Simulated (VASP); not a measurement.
# Ru (Pm-3m) in VASP: notebook

Ru is run at these levels: revPBE; tasks: single point.

All numbers are computed with VASP 6.6.1; they aren't measurements. Logs are shortened: lines on timing, memory, paths and dates and some standing lists are left out, and cuts for length are marked.

## 1. The cell of the first run

Symmetry: Pm-3m, No. 221, cubic system. The conventional cell has a = 2.522 Å, b = 2.522 Å, c = 2.522 Å, α = 90.00°, β = 90.00°, γ = 90.00°. Ru (site symmetry m-3m) has 6 Ru at 2.52 Å within 3.3 Å.

This isn't the form of Ru at room conditions, which is hcp.

## 2. Single point, revPBE

The input, INCAR:

```
PREC = Accurate
ENCUT = 520
EDIFF = 1E-6
ISMEAR = -1
SIGMA = 0.1
LREAL = False
LASPH = True
NELM = 80
ALGO = Normal
ISIF = 2
LWAVE = False
LCHARG = False
GGA = RE
NBANDS = 13
```

The input, KPOINTS:

```
regular mesh
0
Gamma
  13 13 13
```

The input, POSCAR:

```
Ru
1.0
    2.5224189946      0.0000000000      0.0000000000
    0.0000000000      2.5224189946      0.0000000000
    0.0000000000      0.0000000000      2.5224189946
Ru
1
Direct
    0.0000000000      0.0000000000      0.0000000000
```

Potentials or basis: VASP PAW PBE potentials, release 64 (Ru_pv).

Run with:

```sh
cat potpaw_PBE.64/Ru_pv/POTCAR > POTCAR
mpirun -np 1 vasp_std > vasp.out
```

OUTCAR:

```text
PREC = Accurate
   ENCUT = 520
   EDIFF = 1E-6
   ISMEAR = -1
   LREAL = False
   LASPH = True
   NELM = 80
   ISIF = 2
   GGA = RE

 ion  position               nearest neighbor table
   1  0.000  0.000  0.000-

  LATTYP: Found a simple cubic cell.
 ALAT       =     2.5224189946

  Lattice vectors:

 A1 = (   2.5224189946,   0.0000000000,   0.0000000000)
 A2 = (   0.0000000000,   2.5224189946,   0.0000000000)
 A3 = (   0.0000000000,   0.0000000000,   2.5224189946)

Analysis of symmetry for initial positions (statically):
=====================================================================
 Subroutine PRICEL returns:
 Original cell was already a primitive cell.

 Routine SETGRP: Setting up the symmetry group for a
 simple cubic supercell.

 Subroutine GETGRP returns: Found 48 space group operations
 (whereof 48 operations were pure point group operations)
 out of a pool of 48 trial point group operations.

The static configuration has the point symmetry O_h .

Analysis of symmetry for dynamics (positions and initial velocities):
=====================================================================
 Subroutine PRICEL returns:
 Original cell was already a primitive cell.

 Routine SETGRP: Setting up the symmetry group for a
 simple cubic supercell.

 Subroutine GETGRP returns: Found 48 space group operations
 (whereof 48 operations were pure point group operations)
 out of a pool of 48 trial point group operations.

The dynamic configuration has the point symmetry O_h .

 Subroutine INISYM returns: Found 48 space group operations
 (whereof 48 operations are pure point group operations),
 and found     1 'primitive' translations

----------------------------------------------------------------------------------------

                                     Primitive cell

  volume of cell :      16.0491

  direct lattice vectors                    reciprocal lattice vectors
     2.522418995  0.000000000  0.000000000     0.396444842  0.000000000  0.000000000
     0.000000000  2.522418995  0.000000000     0.000000000  0.396444842  0.000000000
     0.000000000  0.000000000  2.522418995     0.000000000  0.000000000  0.396444842

  length of vectors
     2.522418995  2.522418995  2.522418995     0.396444842  0.396444842  0.396444842

  position of ions in fractional coordinates (direct lattice)
     0.000000000  0.000000000  0.000000000

  ion indices of the primitive-cell ions
   primitive index   ion index
                 1           1

----------------------------------------------------------------------------------------

 KPOINTS: regular mesh

Automatic generation of k-mesh.
 Grid dimensions read from file:
 generate k-points for:   13   13   13

 Generating k-lattice:

  Cartesian coordinates                     Fractional coordinates (reciprocal lattice)
     0.030495757  0.000000000  0.000000000     0.076923077  0.000000000  0.000000000
     0.000000000  0.030495757  0.000000000     0.000000000  0.076923077  0.000000000
     0.000000000  0.000000000  0.030495757     0.000000000  0.000000000  0.076923077

  Length of vectors
     0.030495757  0.030495757  0.030495757

  Shift w.r.t. Gamma in fractional coordinates (k-lattice)
     0.000000000  0.000000000  0.000000000

 Subroutine IBZKPT returns following result:
 ===========================================

 Found     84 irreducible k-points:

 Following reciprocal coordinates:
            Coordinates               Weight
  0.000000  0.000000  0.000000      1.000000
  0.076923  0.000000  0.000000      6.000000
  0.153846  0.000000  0.000000      6.000000
  0.230769  0.000000  0.000000      6.000000
  0.307692  0.000000  0.000000      6.000000
  0.384615  0.000000  0.000000      6.000000
[... 16 lines left out ...]
  0.307692  0.307692  0.000000     12.000000
  0.384615  0.307692  0.000000     24.000000
 [... further k-points ...]
   k-points           NKPTS =     84   k-points in BZ     NKDIM =     84   number of bands    NBANDS=     13
   number of dos      NEDOS =    301   number of ions     NIONS =      1
   total plane-waves  NPLWV =   8000
   dimension x,y,z NGX =    20 NGY =   20 NGZ =   20
   dimension x,y,z NGXF=    40 NGYF=   40 NGZF=   40
   ions per type =               1
   NGX,Y,Z   is equivalent  to a cutoff of  13.18, 13.18, 13.18 a.u.
   NGXF,Y,Z  is equivalent  to a cutoff of  26.36, 26.36, 26.36 a.u.
 SYSTEM =  unknown system
   PREC   = accura    normal or accurate (medium, high low for compatibility)
   ISTART =      0    job   : 0-new  1-cont  2-samecut
   ICHARG =      2    charge: 1-file 2-atom 10-const
   ISPIN  =      1    spin polarized calculation?
   LNONCOLLINEAR =      F non collinear calculations
   LSORBIT =      F    spin-orbit coupling
   LASPH  =      T    aspherical Exc in radial PAW
   ENCUT  =  520.0 eV  38.22 Ry    6.18 a.u.   4.69  4.69  4.69*2*pi/ulx,y,z
   NELM   =     80;   NELMIN=  2; NELMDL= -5     # of ELM steps
   EDIFF  = 0.1E-05   stopping-criterion for ELM
   LREAL  =      F    real-space projection
[... 7 lines left out ...]
   TEBEG  =    0.0;   TEEND  =   0.0 temperature during run
   PSTRESS=    0.0 pullay stress
   NELECT =      14.0000    total number of electrons
   NUPDOWN=      -1.0000    fix difference up-down
   EMIN   =  10.00;   EMAX   =-10.00  energy-range for DOS
   EFERMI =   0.00;   METHOD = LEGACY
   ISMEAR =    -1;   SIGMA  =   0.10  broadening in eV -4-tet -1-fermi 0-gaus
   EFERMI_NEDOS =   21; number of points for ismear=-14 and -15
   IALGO  =     38    algorithm
   IMIX   =      4    mixing-type and parameters
     AMIX     =   0.40;   BMIX     =  1.00
     AMIX_MAG =   1.60;   BMIX_MAG =  1.00
  volume/ion in A,a.u.               =      16.05       108.30
  Fermi-wavevector in a.u.,A,eV,Ry     =   1.564229  2.955964 33.290895  2.446812
  Thomas-Fermi vector in A             =   2.666883
   LORBIT       =      0    0 simple, 1 ext, 2 COOP (PROOUT), +10 PAW based schemes
   GGA     = RE    functional components
   LHFCALC =     F    Hartree Fock is set to
   AEXX    =    0.0000 exact exchange contribution
   IVDW    =     0    specifies the selected vdW correction
   LEPSILON=     F    determine dielectric tensor
   LRPA    =     F    only Hartree local field effects (RPA)
 non-spin polarized calculation
  energy-cutoff  :      520.00
  volume of cell :       16.05
 maximum number of plane-waves:       449
 NGX is ok and might be reduce to    20
   NGX =  9   NGY =  9   NGZ =  9

 number of electron      14.0000001 magnetization

 Free energy of the ion-electron system (eV)
  ---------------------------------------------------
  ext. energy  EPLUGINS =         0.00000000
  ---------------------------------------------------
  free energy    TOTEN  =        -7.63474527 eV

  energy without entropy =       -7.58571853  energy(sigma->0) =       -7.61023190

 E-fermi :  10.3314     XC(G=0): -12.8829

 val. band max:       10.3181518678   @ k =   0.3077   0.0769   0.0769
 cond. band min:      10.3478139245   @ k =   0.3846   0.0769   0.0000
 fundamental gap:      0.0296620567
 Fermi energy:        10.3314451416

 k-point     1 :       0.0000    0.0000    0.0000
  band No.  band energies     occupation
      1     -32.0630      2.00000
      2     -32.0630      2.00000
      3     -32.0630      2.00000
      4       3.3163      2.00000
      5       5.1214      2.00000
      6       5.1214      2.00000
      7      11.9045      0.00000
      8      11.9045      0.00000
      9      11.9045      0.00000
     10      21.3676      0.00000
     11      26.9041      0.00000
     12      26.9041      0.00000
     13      26.9041      0.00000

 k-point     2 :       0.0769    0.0000    0.0000
  band No.  band energies     occupation
      1     -32.1233      2.00000
      2     -32.0579      2.00000
      3     -32.0579      2.00000
      4       3.4930      2.00000
      5       5.1602      2.00000
      6       5.3012      2.00000
      7      11.7237      0.00000
      8      11.7237      0.00000
      9      11.9183      0.00000
     10      21.3675      0.00000
     11      25.8352      0.00000
     12      27.2316      0.00000
     13      27.2316      0.00000

 k-point     3 :       0.1538    0.0000    0.0000
  band No.  band energies     occupation
      1     -32.2884      2.00000
      2     -32.0439      2.00000
      3     -32.0439      2.00000
      4       3.9513      2.00000
      5       5.2694      2.00000
      6       5.8675      2.00000
      7      11.2533      0.00020
      8      11.2533      0.00020
      9      11.9569      0.00000
     10      21.3674      0.00000
     11      23.7382      0.00000
     12      28.1287      0.00000
     13      28.1287      0.00000
[... 305 lines left out ...]
 k-point    23 :       0.3077    0.3077    0.0000
  band No.  band energies     occupation
      1     -32.6833      2.00000
      2     -32.6626      2.00000
      3     -31.9445      2.00000
      4       5.8333      2.00000
      5       6.3155      2.00000
      6       9.2779      1.99995
      7      10.2799      1.25234
      8      10.4666      0.41135
      9      11.0454      0.00158
     10      20.5870      0.00000
     11      21.3673      0.00000
     12      23.9566      0.00000
     13      29.1927      0.00000

 k-point    24 :       0.3846    0.3077    0.0000
  band No.  band energies     occupation
      1     -32.8600      2.00000
      2     -32.6492      2.00000
      3     -31.9274      2.00000
      4       5.5896      2.00000
      5       6.3816      2.00000
      6       9.9069      1.97174
      7       9.9468      1.95819
      8      10.4703      0.39914
      9      12.4922      0.00000
     10      19.1270      0.00000
     11      21.3674      0.00000
     12      24.5401      0.00000
     13      28.3752      0.00000

 [... further k-points ...]

------------------------ aborting loop because EDIFF is reached ----------------------------------------

  FORCE on cell =-STRESS in cart. coord.  units (eV):
  Direction    XX          YY          ZZ          XY          YZ          ZX
  --------------------------------------------------------------------------------------
  -------------------------------------------------------------------------------------
  Total        0.0036613      0.0036613      0.0036613     -0.0000000     -0.0000000      0.0000000
  in kB        0.3655013      0.3655013      0.3655013     -0.0000000     -0.0000000      0.0000000
  external PRESSURE =       0.3655013 kB  Pullay stress =       0.0000000 kB

 VOLUME and BASIS-vectors are now :
 -----------------------------------------------------------------------------
  energy-cutoff  :      520.00
  volume of cell :       16.05
      direct lattice vectors                 reciprocal lattice vectors
     2.522418995  0.000000000  0.000000000     0.396444842  0.000000000  0.000000000
     0.000000000  2.522418995  0.000000000     0.000000000  0.396444842  0.000000000
     0.000000000  0.000000000  2.522418995     0.000000000  0.000000000  0.396444842

 POSITION                                       TOTAL-FORCE (eV/Angst)
 -----------------------------------------------------------------------------------
      0.00000      0.00000      0.00000         0.000000      0.000000      0.000000
 -----------------------------------------------------------------------------------
    total drift:                               -0.000000      0.000000      0.000000

  FREE ENERGIE OF THE ION-ELECTRON SYSTEM (eV)
  ---------------------------------------------------
  free  energy   TOTEN  =        -7.6347452703 eV

  energy  without entropy=       -7.5857185262  energy(sigma->0) =       -7.61023190
```

Run time: 13 s. Hardware: 1 thread of Intel Xeon 8259CL, shared host; peak memory 0.14 GiB.

What came out:

- Free energy: -7.6347 eV
- Pressure: 0.0 GPa
- Band gap on the k mesh: zero (bands 7 and 8 overlap by 4.24 eV)

Caveat: an empty level that is flat over the whole mesh can mark a ghost state of the potentials, or a narrow d or f band; the PAW data sets were made with another functional, which shifts forces and pressure a little.

## 3. Single point, revPBE (14.12 Å³/atom)

This run uses another cell than the first one, of 14.12 Å³/atom.

The input, INCAR:

```
SYSTEM = Ru
ALGO = Normal ; EDIFF = 1E-6
ENCUT = 520 ; GGA = RE
ISIF = 2 ; ISMEAR = -1
LASPH = .True. ; LCHARG = .False.
LREAL = .False. ; LWAVE = .False.
NBANDS = 13 ; NELM = 80
PREC = Accurate ; SIGMA = 0.1
```

The input, KPOINTS:

```
k-points
0
Gamma
  14 14 14
  0 0 0
```

The input, POSCAR:

```
Ru
1.0
    2.4171936917      0.0000000000      0.0000000000
    0.0000000000      2.4171936917      0.0000000000
    0.0000000000      0.0000000000      2.4171936917
Ru
1
Direct
    0.0000000000      0.0000000000      0.0000000000
```

Potentials or basis: VASP PAW PBE potentials, release 64 (Ru_pv).

Run with:

```sh
cat potpaw_PBE.64/Ru_pv/POTCAR > POTCAR
mpirun -np 1 vasp_std > vasp.out
```

It took 15 s on 1 thread of Intel Xeon 8259CL, shared host; peak memory 0.13 GiB.

The run converged. Its results:

| Property | Result |
| --- | --- |
| Free energy | -7.4367 eV |
| Pressure | 36.8 GPa |
| Band gap on the k mesh | zero (bands 7 and 8 overlap by 5.26 eV) |

Levels at points of the mesh, in eV from the Fermi level:
| k point | band 3 | band 4 | band 5 | band 6 | band 7 | band 8 | band 9 | band 10 | band 11 | band 12 |
| --- | --- | --- | --- | --- | --- | --- | --- | --- | --- | --- |
| (0.00, 0.00, 0.00) | -42.46 | -7.78 | -6.21 | -6.21 | 1.94 | 1.94 | 1.94 | 10.89 | 17.55 | 17.55 |
| (0.50, 0.00, 0.00) | -42.32 | -5.32 | -4.93 | -1.20 | -1.20 | -0.41 | 2.25 | 8.48 | 10.89 | 16.50 |
| (0.50, 0.50, 0.00) | -42.19 | -7.15 | -4.08 | -0.57 | -0.57 | 4.19 | 6.13 | 6.13 | 10.89 | 14.77 |
| (0.50, 0.50, 0.50) | -43.55 | -5.57 | -5.57 | -5.57 | 4.40 | 4.40 | 8.78 | 10.89 | 14.09 | 14.09 |

Caveat: the cell stands under pressure; an empty level that is flat over the whole mesh can mark a ghost state of the potentials, or a narrow d or f band; the PAW data sets were made with another functional, which shifts forces and pressure a little.

## 4. Single point, revPBE (14.77 Å³/atom)

This run uses another cell than the first one, of 14.77 Å³/atom.

The input, INCAR:

```
ALGO = Normal
EDIFF = 1E-6
ENCUT = 520
GGA = RE
ISIF = 2
ISMEAR = -1
LASPH = T
LCHARG = F
LREAL = F
LWAVE = F
NBANDS = 13
NELM = 100
PREC = Accurate
SIGMA = 0.1
```

The input, KPOINTS:

```
k-points
0
Gamma
  14 14 14
```

The input, POSCAR:

```
Ru
1.0
    2.4532765292      0.0000000000      0.0000000000
    0.0000000000      2.4532765292      0.0000000000
    0.0000000000      0.0000000000      2.4532765292
Ru
1
Direct
    0.0000000000      0.0000000000      0.0000000000
```

Run with:

```sh
cat potpaw_PBE.64/Ru_pv/POTCAR > POTCAR
mpirun -np 1 vasp_std > vasp.out
```

Run time: 14 s. Hardware: 1 thread of Intel Xeon 8259CL, shared host; peak memory 0.13 GiB.

Results (log left out):

```
Free energy            : -7.5532 eV
Pressure               : 21.7 GPa
Band gap on the k mesh : zero (bands 7 and 8 overlap by 4.92 eV)
```

Levels at points of the mesh, in eV from the Fermi level:
```csv
k point,band 3,band 4,band 5,band 6,band 7,band 8,band 9,band 10,band 11,band 12
"(0.00, 0.00, 0.00)",-42.43,-7.51,-5.84,-5.84,1.81,1.81,1.81,10.94,17.21,17.21
"(0.50, 0.00, 0.00)",-42.32,-5.01,-4.72,-1.11,-1.11,-0.34,2.09,8.02,10.94,16.49
"(0.50, 0.50, 0.00)",-42.20,-6.70,-3.87,-0.53,-0.53,3.91,5.96,5.96,10.94,14.37
"(0.50, 0.50, 0.50)",-43.39,-5.20,-5.20,-5.20,4.11,4.11,8.95,10.94,13.52,13.52
```

Caveat: the cell stands under pressure; an empty level that is flat over the whole mesh can mark a ghost state of the potentials, or a narrow d or f band; the PAW data sets were made with another functional, which shifts forces and pressure a little.

## 5. Summary

| cell | k mesh | gap on the mesh (eV) | pressure (GPa) |
| --- | --- | --- | --- |
| a = 2.522 Å, 1 atom | 13 × 13 × 13 | none | 0.0 |
| a = 2.417 Å, 1 atom | 14 × 14 × 14 | none | 36.8 |
| a = 2.453 Å, 1 atom | 14 × 14 × 14 | none | 21.7 |

Alike in all rows: task single point; level revPBE; potentials or basis VASP PAW PBE potentials, release 64 (Ru_pv); no spin polarisation; cutoff (eV) 520; smearing fermi-dirac 0.1 eV.

Caveats: an empty level that is flat over the whole mesh can mark a ghost state of the potentials, or a narrow d or f band; the PAW data sets were made with another functional, which shifts forces and pressure a little; the cell stands under pressure (at least some runs).

Total energies depend on the potentials used, so only differences within one code and one set of settings carry meaning.
